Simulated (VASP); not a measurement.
# Te2Mo (P6_3/mmc) in VASP: notebook

Te2Mo is run at these levels: LDA, PBEsol, PBE; tasks: single point.

All numbers are computed with VASP 6.6.1; they aren't measurements. Logs are shortened: lines on timing, memory, paths and dates and some standing lists are left out, and cuts for length are marked.

**Experimental background.**

From “Broadband infrared study of pressure-tunable Fano resonance and metallization transition in 2H-MoTe2”, 2022, pmc:9569381, for a bulk crystal of Te2Mo at 300 K: band gap 0.88 ± 0.05 eV (indirect).

The runs below are set against these values where they give the same quantity.

**1. The cell of the first run**

It takes space group P6_3/mmc (No. 194, hexagonal). The conventional cell has a = 3.472 Å, b = 3.472 Å, c = 13.770 Å, α = 90.00°, β = 90.00°, γ = 120.00°. Within 3.6 Å of Te (site symmetry 3m) lie 3 Mo at 2.69 Å and 7 Te at 3.47 to 3.59 Å. Within 3.5 Å of Mo (site symmetry -6m2) lie 6 Te at 2.69 Å and 6 Mo at 3.47 Å.

**2. Single point, LDA**

File INCAR:

```
PREC = Accurate
ENCUT = 520
EDIFF = 1E-6
ISMEAR = -1
SIGMA = 0.02
LREAL = False
LASPH = True
NELM = 100
ALGO = Normal
ISIF = 2
LWAVE = False
LCHARG = False
NBANDS = 35
```

File KPOINTS:

```
Automatic mesh
0
Gamma
  12 12 2
```

File POSCAR:

```
Te2Mo
1.0
    3.4720682422      0.0000000000      0.0000000000
   -1.7360341211      3.0068993014      0.0000000000
    0.0000000000      0.0000000000     13.7698991151
Te Mo
4 2
Direct
    0.3333333333      0.6666666667      0.6195278435
    0.6666666667      0.3333333333      0.1195278435
    0.3333333333      0.6666666667      0.8804721565
    0.6666666667      0.3333333333      0.3804721565
    0.3333333333      0.6666666667      0.2500000000
    0.6666666667      0.3333333333      0.7500000000
```

Potentials or basis: VASP PAW LDA potentials, release 64 (Te, Mo_sv).

Launch:

```
$ cat potpaw_LDA.64/Te/POTCAR potpaw_LDA.64/Mo_sv/POTCAR > POTCAR
$ mpirun -np 1 vasp_std > vasp.out
```

OUTCAR:

```text
PREC = Accurate
   ENCUT = 520
   EDIFF = 1E-6
   ISMEAR = -1
   LREAL = False
   LASPH = True
   NELM = 100
   ISIF = 2

 ion  position               nearest neighbor table
   1  0.333  0.667  0.620-   6 2.69   6 2.69   6 2.69   3 3.59
   2  0.667  0.333  0.120-   5 2.69   5 2.69   5 2.69   4 3.59
   3  0.333  0.667  0.880-   6 2.69   6 2.69   6 2.69   1 3.59
   4  0.667  0.333  0.380-   5 2.69   5 2.69   5 2.69   2 3.59
   5  0.333  0.667  0.250-   2 2.69   4 2.69   2 2.69   4 2.69   2 2.69   4 2.69
   6  0.667  0.333  0.750-   1 2.69   3 2.69   1 2.69   3 2.69   1 2.69   3 2.69

  LATTYP: Found a hexagonal cell.
 ALAT       =     3.4720682422
 C/A-ratio  =     3.9659068182

  Lattice vectors:

 A1 = (   3.4720682422,   0.0000000000,   0.0000000000)
 A2 = (  -1.7360341211,   3.0068993014,   0.0000000000)
 A3 = (   0.0000000000,   0.0000000000,  13.7698991151)

Analysis of symmetry for initial positions (statically):
=====================================================================
 Subroutine PRICEL returns:
 Original cell was already a primitive cell.

 Routine SETGRP: Setting up the symmetry group for a
 hexagonal supercell.

 Subroutine GETGRP returns: Found 24 space group operations
 (whereof 12 operations were pure point group operations)
 out of a pool of 24 trial point group operations.

The static configuration has the point symmetry D_3d.
 The point group associated with its full space group is D_6h.

Analysis of symmetry for dynamics (positions and initial velocities):
=====================================================================
 Subroutine PRICEL returns:
 Original cell was already a primitive cell.

 Routine SETGRP: Setting up the symmetry group for a
 hexagonal supercell.

 Subroutine GETGRP returns: Found 24 space group operations
 (whereof 12 operations were pure point group operations)
 out of a pool of 24 trial point group operations.

The dynamic configuration has the point symmetry D_3d.
 The point group associated with its full space group is D_6h.

 Subroutine INISYM returns: Found 24 space group operations
 (whereof 12 operations are pure point group operations),
 and found     1 'primitive' translations

----------------------------------------------------------------------------------------

                                     Primitive cell

  volume of cell :     143.7599

  direct lattice vectors                    reciprocal lattice vectors
     3.472068242  0.000000000  0.000000000     0.288012772  0.166284252  0.000000000
[... 99 lines left out ...]
   NFREE  =      0    steps in history (QN), initial steepest desc. (CG)
   ISIF   =      2    stress and relaxation
   ISYM   =      2    0-nonsym 1-usesym 2-fastsym
   POTIM  = 0.5000    time-step for ionic-motion
   TEBEG  =    0.0;   TEEND  =   0.0 temperature during run
   PSTRESS=    0.0 pullay stress
   NELECT =      52.0000    total number of electrons
   NUPDOWN=      -1.0000    fix difference up-down
   EMIN   =  10.00;   EMAX   =-10.00  energy-range for DOS
   EFERMI =   0.00;   METHOD = LEGACY
   ISMEAR =    -1;   SIGMA  =   0.02  broadening in eV -4-tet -1-fermi 0-gaus
   EFERMI_NEDOS =   21; number of points for ismear=-14 and -15
   IALGO  =     38    algorithm
   IMIX   =      4    mixing-type and parameters
     AMIX     =   0.40;   BMIX     =  1.00
     AMIX_MAG =   1.60;   BMIX_MAG =  1.00
  volume/ion in A,a.u.               =      23.96       161.69
  Fermi-wavevector in a.u.,A,eV,Ry     =   1.166442  2.204257 18.511923  1.360588
  Thomas-Fermi vector in A             =   2.302956
   LORBIT       =      0    0 simple, 1 ext, 2 COOP (PROOUT), +10 PAW based schemes
   GGA     = CA    functional components
   LHFCALC =     F    Hartree Fock is set to
   AEXX    =    0.0000 exact exchange contribution
   IVDW    =     0    specifies the selected vdW correction
   LEPSILON=     F    determine dielectric tensor
   LRPA    =     F    only Hartree local field effects (RPA)
 non-spin polarized calculation
  energy-cutoff  :      520.00
  volume of cell :      143.76
 maximum number of plane-waves:      3915
 NGX is ok and might be reduce to    28
   NGX = 13   NGY = 13   NGZ = 51

 number of electron      51.9999998 magnetization

 Free energy of the ion-electron system (eV)
  ---------------------------------------------------
  ext. energy  EPLUGINS =         0.00000000
  ---------------------------------------------------
  free energy    TOTEN  =       -41.26372094 eV

  energy without entropy =      -41.26372094  energy(sigma->0) =      -41.26372094

 E-fermi :   8.9079     XC(G=0): -10.8583

 val. band max:        8.5786526319   @ k =   0.0000   0.0000   0.0000
 cond. band min:       9.2638116877   @ k =   0.2500   0.1667   0.0000
 fundamental gap:      0.6851590557
 Fermi energy:         8.9079138493

 k-point     1 :       0.0000    0.0000    0.0000
  band No.  band energies     occupation
      1     -51.8702      2.00000
      2     -51.8702      2.00000
      3     -26.2598      2.00000
      4     -26.2598      2.00000
      5     -26.0901      2.00000
      6     -26.0901      2.00000
[... 901 lines left out ...]
     34      12.1824      0.00000
     35      13.7695      0.00000

 [... further k-points ...]

------------------------ aborting loop because EDIFF is reached ----------------------------------------

  FORCE on cell =-STRESS in cart. coord.  units (eV):
  Direction    XX          YY          ZZ          XY          YZ          ZX
  --------------------------------------------------------------------------------------
  -------------------------------------------------------------------------------------
  Total        0.2182394      0.2182394      0.3418689      0.0000000      0.0000000      0.0000000
  in kB        2.4322372      2.4322372      3.8100646      0.0000000      0.0000000      0.0000000
  external PRESSURE =       2.8915130 kB  Pullay stress =       0.0000000 kB

 VOLUME and BASIS-vectors are now :
 -----------------------------------------------------------------------------
  energy-cutoff  :      520.00
  volume of cell :      143.76
      direct lattice vectors                 reciprocal lattice vectors
     3.472068242  0.000000000  0.000000000     0.288012772  0.166284252  0.000000000
    -1.736034121  3.006899301  0.000000000     0.000000000  0.332568503  0.000000000
     0.000000000  0.000000000 13.769899115     0.000000000  0.000000000  0.072622173

 POSITION                                       TOTAL-FORCE (eV/Angst)
 -----------------------------------------------------------------------------------
     -0.00000      2.00460      8.53084         0.000000     -0.000000     -0.054377
      1.73603      1.00230      1.64589         0.000000      0.000000     -0.054377
     -0.00000      2.00460     12.12401         0.000000     -0.000000      0.054377
      1.73603      1.00230      5.23906        -0.000000      0.000000      0.054377
     -0.00000      2.00460      3.44247         0.000000     -0.000000     -0.000000
      1.73603      1.00230     10.32742        -0.000000      0.000000     -0.000000
 -----------------------------------------------------------------------------------
    total drift:                               -0.000000      0.000000     -0.000000

  FREE ENERGIE OF THE ION-ELECTRON SYSTEM (eV)
  ---------------------------------------------------
  free  energy   TOTEN  =       -41.2637209408 eV

  energy  without entropy=      -41.2637209397  energy(sigma->0) =      -41.26372094
```

stdout:

```text
POSCAR found type information on POSCAR TeMo
 POSCAR found :  2 types and       6 ions
 scaLAPACK will be used
 LDA part: xc-table for (Slater(with rela. corr.)+CA(PZ))
 , standard interpolation
 POSCAR, INCAR and KPOINTS ok, starting setup
 FFT: planning ... GRIDC
 FFT: planning ... GRID_SOFT
 FFT: planning ... GRID
 WAVECAR not read
 entering main loop
```

Wall time 3.3 min (1 thread of Intel Xeon Platinum 8259CL at 2.50GHz (Skylake/Cascade Lake), shared host); peak memory 0.32 GiB.

Results:

```yaml
Free_energy: -41.2637 eV
Pressure: 0.3 GPa
Largest_force: 0.054 eV/Å
Band_gap_on_the_k_mesh: 0.69 eV (least direct gap 1.11 eV)
```

Forces in eV/Å, atoms in the order of the input:
```
Te   0.000  0.000 -0.054
Te   0.000  0.000 -0.054
Te   0.000  0.000  0.054
Te   0.000  0.000  0.054
Mo   0.000  0.000  0.000
Mo   0.000  0.000  0.000
```

Caveat: spin-orbit coupling is left out, which moves the levels of the heavy elements.

**3. Single point, PBEsol**

This run uses another cell than the first one, of 24.69 Å³/atom.

INCAR, as its differences from that of step 2:

```diff
@@ -7,3 +7,3 @@
 LASPH = True
-NELM = 100
+NELM = 80
 ALGO = Normal
@@ -12,2 +12,3 @@
 LCHARG = False
+GGA = PS
 NBANDS = 35
```

File KPOINTS:

```
regular mesh
0
Gamma
  12 12 2
```

File POSCAR:

```
Te2Mo
1.0
    3.4940862966      0.0000000000      0.0000000000
   -1.7470431483      3.0259674959      0.0000000000
    0.0000000000      0.0000000000     14.0101554886
Te Mo
4 2
Direct
    0.3333333333      0.6666666667      0.6211477614
    0.6666666667      0.3333333333      0.1211477614
    0.3333333333      0.6666666667      0.8788522386
    0.6666666667      0.3333333333      0.3788522386
    0.3333333333      0.6666666667      0.2500000000
    0.6666666667      0.3333333333      0.7500000000
```

Potentials or basis: VASP PAW PBE potentials, release 64 (Te, Mo_sv).

Launch:

```
$ cat potpaw_PBE.64/Te/POTCAR potpaw_PBE.64/Mo_sv/POTCAR > POTCAR
$ mpirun -np 1 vasp_std > vasp.out
```

OUTCAR:

```text
PREC = Accurate
   ENCUT = 520
   EDIFF = 1E-6
   ISMEAR = -1
   LREAL = False
   LASPH = True
   NELM = 80
   ISIF = 2
   GGA = PS

 ion  position               nearest neighbor table
   1  0.333  0.667  0.621-   6 2.71   6 2.71   6 2.71   3 3.61
   2  0.667  0.333  0.121-   5 2.71   5 2.71   5 2.71   4 3.61
   3  0.333  0.667  0.879-   6 2.71   6 2.71   6 2.71   1 3.61
   4  0.667  0.333  0.379-   5 2.71   5 2.71   5 2.71   2 3.61
   5  0.333  0.667  0.250-   2 2.71   4 2.71   2 2.71   4 2.71   2 2.71   4 2.71
   6  0.667  0.333  0.750-   1 2.71   3 2.71   1 2.71   3 2.71   1 2.71   3 2.71

  LATTYP: Found a hexagonal cell.
 ALAT       =     3.4940862966
 C/A-ratio  =     4.0096764359

  Lattice vectors:

 A1 = (   3.4940862966,   0.0000000000,   0.0000000000)
 A2 = (  -1.7470431483,   3.0259674959,   0.0000000000)
 A3 = (   0.0000000000,   0.0000000000,  14.0101554886)

Analysis of symmetry for initial positions (statically):
=====================================================================
 Subroutine PRICEL returns:
 Original cell was already a primitive cell.
[... 183 lines left out ...]
 cond. band min:       8.8815879056   @ k =   0.2500   0.1667   0.0000
 fundamental gap:      0.7672831329
 Fermi energy:         8.4735502147

 k-point     1 :       0.0000    0.0000    0.0000
  band No.  band energies     occupation
      1     -52.5551      2.00000
      2     -52.5551      2.00000
      3     -26.7663      2.00000
      4     -26.7662      2.00000
      5     -26.6171      2.00000
      6     -26.6171      2.00000
[... 901 lines left out ...]
     34      11.7227      0.00000
     35      13.3492      0.00000

 [... further k-points ...]

------------------------ aborting loop because EDIFF is reached ----------------------------------------

  FORCE on cell =-STRESS in cart. coord.  units (eV):
  Direction    XX          YY          ZZ          XY          YZ          ZX
  --------------------------------------------------------------------------------------
  -------------------------------------------------------------------------------------
  Total        0.0759001      0.0759001      0.1829140      0.0000000     -0.0000000      0.0000000
  in kB        0.8209410      0.8209410      1.9784123      0.0000000     -0.0000000      0.0000000
  external PRESSURE =       1.2067648 kB  Pullay stress =       0.0000000 kB

 VOLUME and BASIS-vectors are now :
 -----------------------------------------------------------------------------
  energy-cutoff  :      520.00
  volume of cell :      148.13
      direct lattice vectors                 reciprocal lattice vectors
     3.494086297  0.000000000  0.000000000     0.286197854  0.165236408  0.000000000
    -1.747043148  3.025967496  0.000000000     0.000000000  0.330472816  0.000000000
     0.000000000  0.000000000 14.010155489     0.000000000  0.000000000  0.071376795

 POSITION                                       TOTAL-FORCE (eV/Angst)
 -----------------------------------------------------------------------------------
     -0.00000      2.01731      8.70238        -0.000000     -0.000000     -0.030921
      1.74704      1.00866      1.69730         0.000000     -0.000000     -0.030921
     -0.00000      2.01731     12.31286        -0.000000     -0.000000      0.030921
      1.74704      1.00866      5.30778         0.000000     -0.000000      0.030921
     -0.00000      2.01731      3.50254         0.000000      0.000000      0.000000
      1.74704      1.00866     10.50762        -0.000000      0.000000      0.000000
 -----------------------------------------------------------------------------------
    total drift:                               -0.000000      0.000000     -0.000000

  FREE ENERGIE OF THE ION-ELECTRON SYSTEM (eV)
  ---------------------------------------------------
  free  energy   TOTEN  =       -39.3954888056 eV

  energy  without entropy=      -39.3954888055  energy(sigma->0) =      -39.39548881
```

stdout:

```text
POSCAR found type information on POSCAR TeMo
 POSCAR found :  2 types and       6 ions
 scaLAPACK will be used
 -----------------------------------------------------------------------------
|                                                                             |
|                                                                             |
|     You enforced a specific xc type in the INCAR file but a different       |
|     I HOPE YOU KNOW WHAT YOU ARE DOING!                                     |
|                                                                             |
 -----------------------------------------------------------------------------

 LDA part: xc-table for (Slater+PW92), standard interpolation
 POSCAR, INCAR and KPOINTS ok, starting setup
 FFT: planning ... GRIDC
 FFT: planning ... GRID_SOFT
 FFT: planning ... GRID
 WAVECAR not read
 entering main loop
```

Run time: 3.8 min. Hardware: 1 thread of Intel Xeon Platinum 8259CL at 2.50GHz (Skylake/Cascade Lake), shared host; peak memory 0.37 GiB.

What came out:

```yaml
Free_energy: -39.3955 eV
Pressure: 0.1 GPa
Largest_force: 0.031 eV/Å
Band_gap_on_the_k_mesh: 0.77 eV (least direct gap 1.09 eV)
```

Forces in eV/Å, atoms in the order of the input:
```
Te   0.000  0.000 -0.031
Te   0.000  0.000 -0.031
Te   0.000  0.000  0.031
Te   0.000  0.000  0.031
Mo   0.000  0.000  0.000
Mo   0.000  0.000  0.000
```

Stress tensor (GPa, compression positive):
```
0.08 0.00 0.00
0.00 0.08 0.00
0.00 0.00 0.20
```

Caveat: the PAW data sets were made with another functional, which shifts forces and pressure a little; spin-orbit coupling is left out, which moves the levels of the heavy elements; this functional lacks dispersion, which binds the layers, so the pressure and a relaxed spacing across them are unreliable.

(Part 1 of 2 ends here.)
